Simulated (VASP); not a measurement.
Write the native input for VASP 6.6.1 that does the following.

- Task: single point
- Functional: PBE
- Potentials or basis: VASP PAW PBE potentials, release 64 (Mg, Si, N)
- Cutoff: 600 eV
- k mesh: 4 × 4 × 4
- Occupations: gaussian, width 0.2 eV
- Spin: no spin polarisation
- Dipole correction: no
- Further INCAR settings: ALGO = Normal; EDIFF = 1e-06; NBANDS = 26

The structure of Mg2Si3N3 lies in POSCAR:

```
Mg2Si3N3
1.0
    6.3478281799      0.0000000000      0.0000000000
   -3.1739140899      5.4973804626      0.0000000000
    0.0000000000      0.0000000000      2.7408438227
Mg Si N
2 3 3
Direct
    0.0000000000      0.0000000000      0.5000000000
    0.6666666667      0.3333333333      0.0000000000
    0.0789323435      0.5394661718      0.5000000000
    0.4605338282      0.5394661718      0.5000000000
    0.4605338282      0.9210676565      0.5000000000
    0.6288150229      0.8144075114      0.0000000000
    0.1855924886      0.8144075114      0.0000000000
    0.1855924886      0.3711849771      0.0000000000
```

One way to write it, as run:

INCAR

```
PREC = Accurate
ENCUT = 600
EDIFF = 1E-6
ISMEAR = 0
SIGMA = 0.2
LREAL = False
LASPH = True
NELM = 120
ALGO = Normal
ISIF = 2
LWAVE = False
LCHARG = True
GGA = PE
LELF = True
LVHAR = True
NBANDS = 26
GGA_COMPAT = False
```

KPOINTS

```
Automatic mesh
0
Gamma
  4 4 4
```

Potentials or basis: VASP PAW PBE potentials, release 64 (Mg, Si, N).

Run with:

```bash
$ cat potpaw_PBE.64/Mg/POTCAR potpaw_PBE.64/Si/POTCAR potpaw_PBE.64/N/POTCAR > POTCAR
$ mpirun -np 1 vasp_std > vasp.out
```

Results of the run:

```json
{
  "Pressure": "-0.1 GPa",
  "Largest force": "0.046 eV/Å"
}
```

Caveat: the k points lie up to 0.57 Å⁻¹ apart.

Wall time 35 s on 1 thread of Intel(R) Xeon(R) Platinum 8559C (Emerald Rapids), with other jobs on the host, peak memory 0.25 GiB.
